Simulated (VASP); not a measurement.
# BiAs (I4mm) in VASP: single point with PBEsol

Aim: the single point of BiAs with PBEsol.

Everything below comes from runs of VASP 6.6.1. Logs are shortened: lines on timing, memory, paths and dates and some standing lists are left out, and cuts for length are marked.

## (1) The cell of the first run

It takes space group I4mm (No. 107, tetragonal). Conventional cell: a = 4.199 Å, b = 4.199 Å, c = 6.591 Å, α = 90.00°, β = 90.00°, γ = 90.00°. As (site symmetry 4mm) has 5 Bi at 2.73 to 3.02 Å within 3.6 Å. Bi (site symmetry 4mm) has 5 As at 2.73 to 3.02 Å within 3.6 Å.

## (2) Single point, PBEsol

INCAR

```
SYSTEM = BiAs
PREC = Accurate ; ENCUT = 520
EDIFF = 1E-6 ; ISMEAR = -1
SIGMA = 0.1 ; LREAL = .False.
LASPH = .True. ; NELM = 60
ALGO = Normal ; ISIF = 2
LWAVE = .False. ; LCHARG = .True.
GGA = PS ; LELF = .True.
LVHAR = .True. ; NBANDS = 17
```

KPOINTS

```
regular mesh
0
Gamma
  10 10 10
  0 0 0
```

POSCAR

```
BiAs
1.0
    0.0000000000      4.1986350000      0.0000000000
    4.1986350000      0.0000000000      0.0000000000
    2.0993180000      2.0993180000     -3.2956180000
As Bi
1 1
Direct
    0.4140000000      0.4140000000      0.1720000000
    0.0000000000      0.0000000000      0.0000000000
```

Potentials or basis: VASP PAW PBE potentials, release 64 (As, Bi_d).

Run with:

```sh
cat potpaw_PBE.64/As/POTCAR potpaw_PBE.64/Bi_d/POTCAR > POTCAR
mpirun -np 1 vasp_std > vasp.out
```

OUTCAR:

```text
SYSTEM = BiAs
   PREC = Accurate
   ENCUT = 520
   EDIFF = 1E-6
   ISMEAR = -1
   LREAL = .False.
   LASPH = .True.
   NELM = 60
   ISIF = 2
   GGA = PS

 ion  position               nearest neighbor table
   1  0.414  0.414  0.172-   2 2.73   2 3.02   2 3.02   2 3.02   2 3.02
   2  0.000  0.000  0.000-   1 2.73   1 3.02   1 3.02   1 3.02   1 3.02

  LATTYP: Found a body centered tetragonal cell.
 ALAT       =     4.1986350000
 C/A-ratio  =     1.5698521067

  Lattice vectors:

 A1 = (  -2.0993180000,   2.0993170000,   3.2956180000)
 A2 = (   2.0993170000,  -2.0993180000,   3.2956180000)
 A3 = (   2.0993180000,   2.0993180000,  -3.2956180000)

Analysis of symmetry for initial positions (statically):
=====================================================================
 Subroutine PRICEL returns:
 Original cell was already a primitive cell.

 Routine SETGRP: Setting up the symmetry group for a
 body centered tetragonal supercell.

 Subroutine GETGRP returns: Found  8 space group operations
 (whereof  8 operations were pure point group operations)
 out of a pool of 16 trial point group operations.

The static configuration has the point symmetry C_4v.

Analysis of symmetry for dynamics (positions and initial velocities):
=====================================================================
 Subroutine PRICEL returns:
 Original cell was already a primitive cell.

 Routine SETGRP: Setting up the symmetry group for a
 body centered tetragonal supercell.

 Subroutine GETGRP returns: Found  8 space group operations
 (whereof  8 operations were pure point group operations)
 out of a pool of 16 trial point group operations.

The dynamic configuration has the point symmetry C_4v.

 Subroutine INISYM returns: Found  8 space group operations
 (whereof  8 operations are pure point group operations),
 and found     1 'primitive' translations

----------------------------------------------------------------------------------------

                                     Primitive cell

  volume of cell :      58.0969

  direct lattice vectors                    reciprocal lattice vectors
     0.000000000  4.198635000  0.000000000     0.000000000  0.238172644  0.151716649
     4.198635000  0.000000000  0.000000000     0.238172644  0.000000000  0.151716649
     2.099318000  2.099318000 -3.295618000     0.000000000  0.000000000 -0.303433226

  length of vectors
     4.198635000  4.198635000  4.435692745     0.282390067  0.282390067  0.303433226

  position of ions in fractional coordinates (direct lattice)
     0.414000000  0.414000000  0.172000000
     0.000000000  0.000000000  0.000000000

  ion indices of the primitive-cell ions
   primitive index   ion index
                 1           1
                 2           2

----------------------------------------------------------------------------------------

 KPOINTS: regular mesh

Automatic generation of k-mesh.
 Grid dimensions read from file:
 generate k-points for:   10   10   10

 Generating k-lattice:

  Cartesian coordinates                     Fractional coordinates (reciprocal lattice)
     0.000000000  0.023817264  0.015171665     0.100000000  0.000000000  0.000000000
     0.023817264  0.000000000  0.015171665     0.000000000  0.100000000  0.000000000
     0.000000000  0.000000000 -0.030343323     0.000000000  0.000000000  0.100000000

  Length of vectors
     0.028239007  0.028239007  0.030343323

  Shift w.r.t. Gamma in fractional coordinates (k-lattice)
     0.000000000  0.000000000  0.000000000

 Subroutine IBZKPT returns following result:
 ===========================================

 Found    102 irreducible k-points:

 Following reciprocal coordinates:
            Coordinates               Weight
  0.000000  0.000000  0.000000      1.000000
  0.100000  0.000000  0.000000      8.000000
  0.200000  0.000000  0.000000      8.000000
  0.300000  0.000000  0.000000      8.000000
  0.400000  0.000000  0.000000      8.000000
  0.500000  0.000000  0.000000      4.000000
[... 16 lines left out ...]
  0.300000  0.300000  0.000000      8.000000
  0.400000  0.300000  0.000000     16.000000
 [... further k-points ...]
   k-points           NKPTS =    102   k-points in BZ     NKDIM =    102   number of bands    NBANDS=     17
   number of dos      NEDOS =    301   number of ions     NIONS =      2
   total plane-waves  NPLWV =  36864
   dimension x,y,z NGX =    32 NGY =   32 NGZ =   36
   dimension x,y,z NGXF=    64 NGYF=   64 NGZF=   72
   ions per type =               1   1
   NGX,Y,Z   is equivalent  to a cutoff of  12.67, 12.67, 13.49 a.u.
   NGXF,Y,Z  is equivalent  to a cutoff of  25.34, 25.34, 26.98 a.u.
 SYSTEM =  BiAs
   PREC   = accura    normal or accurate (medium, high low for compatibility)
   ISTART =      0    job   : 0-new  1-cont  2-samecut
   ICHARG =      2    charge: 1-file 2-atom 10-const
   ISPIN  =      1    spin polarized calculation?
   LNONCOLLINEAR =      F non collinear calculations
   LSORBIT =      F    spin-orbit coupling
   LASPH  =      T    aspherical Exc in radial PAW
   ENCUT  =  520.0 eV  38.22 Ry    6.18 a.u.   7.81  7.81  8.25*2*pi/ulx,y,z
   NELM   =     60;   NELMIN=  2; NELMDL= -5     # of ELM steps
   EDIFF  = 0.1E-05   stopping-criterion for ELM
   LREAL  =      F    real-space projection
   EDIFFG = 0.1E-04   stopping-criterion for IOM
   NSW    =      0    number of steps for IOM
   IBRION =     -1    ionic relax: 0-MD 1-quasi-New 2-CG
   NFREE  =      0    steps in history (QN), initial steepest desc. (CG)
   ISIF   =      2    stress and relaxation
   ISYM   =      2    0-nonsym 1-usesym 2-fastsym
   POTIM  = 0.5000    time-step for ionic-motion
   TEBEG  =    0.0;   TEEND  =   0.0 temperature during run
   PSTRESS=    0.0 pullay stress
   NELECT =      20.0000    total number of electrons
   NUPDOWN=      -1.0000    fix difference up-down
   EMIN   =  10.00;   EMAX   =-10.00  energy-range for DOS
   EFERMI =   0.00;   METHOD = LEGACY
   ISMEAR =    -1;   SIGMA  =   0.10  broadening in eV -4-tet -1-fermi 0-gaus
   EFERMI_NEDOS =   21; number of points for ismear=-14 and -15
   IALGO  =     38    algorithm
   IMIX   =      4    mixing-type and parameters
     AMIX     =   0.40;   BMIX     =  1.00
     AMIX_MAG =   1.60;   BMIX_MAG =  1.00
  volume/ion in A,a.u.               =      29.05       196.03
  Fermi-wavevector in a.u.,A,eV,Ry     =   1.147362  2.168200 17.911247  1.316440
  Thomas-Fermi vector in A             =   2.284042
   LORBIT       =      0    0 simple, 1 ext, 2 COOP (PROOUT), +10 PAW based schemes
   GGA     = PS    functional components
   LHFCALC =     F    Hartree Fock is set to
   AEXX    =    0.0000 exact exchange contribution
   IVDW    =     0    specifies the selected vdW correction
   LEPSILON=     F    determine dielectric tensor
   LRPA    =     F    only Hartree local field effects (RPA)
 non-spin polarized calculation
  energy-cutoff  :      520.00
  volume of cell :       58.10
 maximum number of plane-waves:      1582
   NGX = 15   NGY = 15   NGZ = 17

 number of electron      20.0000001 magnetization

 Free energy of the ion-electron system (eV)
  ---------------------------------------------------
  ext. energy  EPLUGINS =         0.00000000
  ---------------------------------------------------
  free energy    TOTEN  =        -9.37975254 eV

  energy without entropy =       -9.37491580  energy(sigma->0) =       -9.37733417

 E-fermi :   5.7458     XC(G=0):  -9.7500

 val. band max:        5.5873040196   @ k =   0.4000   0.0000   0.2000
 cond. band min:       6.0434854058   @ k =   0.4000   0.0000   0.2000
 fundamental gap:      0.4561813862
 Fermi energy:         5.7457556866

 k-point     1 :       0.0000    0.0000    0.0000
  band No.  band energies     occupation
      1     -17.4136      2.00000
      2     -17.3985      2.00000
      3     -17.3884      2.00000
      4     -17.3883      2.00000
      5     -17.3883      2.00000
      6      -8.0417      2.00000
[... 9 lines left out ...]
     16      12.6502      0.00000
     17      12.6504      0.00000

 k-point     2 :       0.1000    0.0000    0.0000
  band No.  band energies     occupation
      1     -17.4136      2.00000
      2     -17.3971      2.00000
      3     -17.3895      2.00000
      4     -17.3881      2.00000
      5     -17.3871      2.00000
      6      -7.9402      2.00000
[... 9 lines left out ...]
     16      12.2005      0.00000
     17      12.3850      0.00000

 k-point     3 :       0.2000    0.0000    0.0000
  band No.  band energies     occupation
      1     -17.4143      2.00000
      2     -17.3934      2.00000
      3     -17.3919      2.00000
      4     -17.3872      2.00000
      5     -17.3844      2.00000
      6      -7.6402      2.00000
[... 9 lines left out ...]
     16      12.3777      0.00000
     17      13.4693      0.00000

 k-point     4 :       0.3000    0.0000    0.0000
  band No.  band energies     occupation
      1     -17.4156      2.00000
      2     -17.3949      2.00000
      3     -17.3900      2.00000
      4     -17.3843      2.00000
      5     -17.3811      2.00000
      6      -7.1599      2.00000
[... 9 lines left out ...]
     16      12.9557      0.00000
     17      14.9459      0.00000

 k-point     5 :       0.4000    0.0000    0.0000
  band No.  band energies     occupation
      1     -17.4169      2.00000
      2     -17.3973      2.00000
      3     -17.3889      2.00000
      4     -17.3801      2.00000
      5     -17.3784      2.00000
      6      -6.5621      2.00000
[... 9 lines left out ...]
     16      14.2965      0.00000
     17      15.5689      0.00000

 k-point     6 :       0.5000    0.0000    0.0000
  band No.  band energies     occupation
      1     -17.4175      2.00000
      2     -17.3982      2.00000
      3     -17.3887      2.00000
      4     -17.3783      2.00000
      5     -17.3774      2.00000
      6      -6.1706      2.00000
[... 9 lines left out ...]
     16      14.8917      0.00000
     17      15.7182      0.00000

 k-point     7 :       0.1000    0.1000    0.0000
  band No.  band energies     occupation
      1     -17.4143      2.00000
      2     -17.3960      2.00000
      3     -17.3904      2.00000
      4     -17.3875      2.00000
      5     -17.3850      2.00000
      6      -7.7828      2.00000
[... 9 lines left out ...]
     16      12.4253      0.00000
     17      13.2252      0.00000

 k-point     8 :       0.2000    0.1000    0.0000
  band No.  band energies     occupation
      1     -17.4150      2.00000
      2     -17.3929      2.00000
      3     -17.3926      2.00000
      4     -17.3861      2.00000
      5     -17.3822      2.00000
      6      -7.4328      2.00000
[... 9 lines left out ...]
     16      13.1014      0.00000
     17      14.6550      0.00000
[... 203 lines left out ...]
      1     -17.4149      2.00000
      2     -17.4001      2.00000
      3     -17.3882      2.00000
      4     -17.3794      2.00000
      5     -17.3760      2.00000
      6      -6.0854      2.00000
[... 9 lines left out ...]
     16      15.3160      0.00000
     17      16.0070      0.00000

 k-point    20 :      -0.4000    0.2000    0.0000
  band No.  band energies     occupation
      1     -17.4139      2.00000
      2     -17.3988      2.00000
      3     -17.3906      2.00000
      4     -17.3799      2.00000
      5     -17.3777      2.00000
      6      -6.6101      2.00000
[... 9 lines left out ...]
     16      15.0200      0.00000
     17      15.6298      0.00000

 k-point    21 :      -0.3000    0.2000    0.0000
  band No.  band energies     occupation
      1     -17.4124      2.00000
      2     -17.3966      2.00000
      3     -17.3918      2.00000
      4     -17.3828      2.00000
      5     -17.3811      2.00000
      6      -7.1153      2.00000
[... 9 lines left out ...]
     16      14.0976      0.00000
     17      14.6462      0.00000

 k-point    22 :      -0.2000    0.2000    0.0000
  band No.  band energies     occupation
      1     -17.4117      2.00000
      2     -17.3943      2.00000
      3     -17.3914      2.00000
      4     -17.3877      2.00000
      5     -17.3834      2.00000
      6      -7.4756      2.00000
[... 9 lines left out ...]
     16      13.2819      0.00000
     17      13.5074      0.00000

 k-point    23 :       0.3000    0.3000    0.0000
  band No.  band energies     occupation
      1     -17.4150      2.00000
      2     -17.3996      2.00000
      3     -17.3838      2.00000
      4     -17.3819      2.00000
      5     -17.3782      2.00000
      6      -6.0490      2.00000
[... 9 lines left out ...]
     16      14.3495      0.00000
     17      16.3655      0.00000

 k-point    24 :       0.4000    0.3000    0.0000
  band No.  band energies     occupation
      1     -17.4158      2.00000
      2     -17.3998      2.00000
      3     -17.3880      2.00000
      4     -17.3789      2.00000
      5     -17.3745      2.00000
      6      -5.7540      2.00000
[... 9 lines left out ...]
     16      15.0831      0.00000
     17      16.3967      0.00000

 [... further k-points ...]

------------------------ aborting loop because EDIFF is reached ----------------------------------------

  FORCE on cell =-STRESS in cart. coord.  units (eV):
  Direction    XX          YY          ZZ          XY          YZ          ZX
  --------------------------------------------------------------------------------------
  -------------------------------------------------------------------------------------
  Total       -0.4883217     -0.4883217     -0.7121145     -0.0000000      0.0000001      0.0000001
  in kB      -13.4667730    -13.4667730    -19.6384553     -0.0000000      0.0000030      0.0000030
  external PRESSURE =     -15.5240004 kB  Pullay stress =       0.0000000 kB

 VOLUME and BASIS-vectors are now :
 -----------------------------------------------------------------------------
  energy-cutoff  :      520.00
  volume of cell :       58.10
      direct lattice vectors                 reciprocal lattice vectors
     0.000000000  4.198635000  0.000000000     0.000000000  0.238172644  0.151716649
     4.198635000  0.000000000  0.000000000     0.238172644  0.000000000  0.151716649
     2.099318000  2.099318000 -3.295618000     0.000000000  0.000000000 -0.303433226

 POSITION                                       TOTAL-FORCE (eV/Angst)
 -----------------------------------------------------------------------------------
      2.09932      2.09932     -0.56685        -0.000000     -0.000000      0.249924
      0.00000      0.00000      0.00000         0.000000      0.000000     -0.249924
 -----------------------------------------------------------------------------------
    total drift:                               -0.000001     -0.000001     -0.000289

  FREE ENERGIE OF THE ION-ELECTRON SYSTEM (eV)
  ---------------------------------------------------
  free  energy   TOTEN  =        -9.3797525396 eV

  energy  without entropy=       -9.3749157965  energy(sigma->0) =       -9.37733417
```

Wall time 88 s (1 thread of Intel Xeon 8259CL, shared host); peak memory 0.25 GiB.

Results:

* Free energy: -9.3798 eV
* Pressure: -1.6 GPa
* Largest force: 0.250 eV/Å
* Band gap on the k mesh: 0.46 eV

Forces in eV/Å, atoms in the order of the input:
```
As   0.000  0.000  0.250
Bi   0.000  0.000 -0.250
```

Stress tensor (GPa, compression positive):
```
-1.35  0.00  0.00
 0.00 -1.35  0.00
 0.00  0.00 -1.96
```

Caveat: the PAW data sets were made with another functional, which shifts forces and pressure a little; spin-orbit coupling is left out, which moves the levels of the heavy elements.
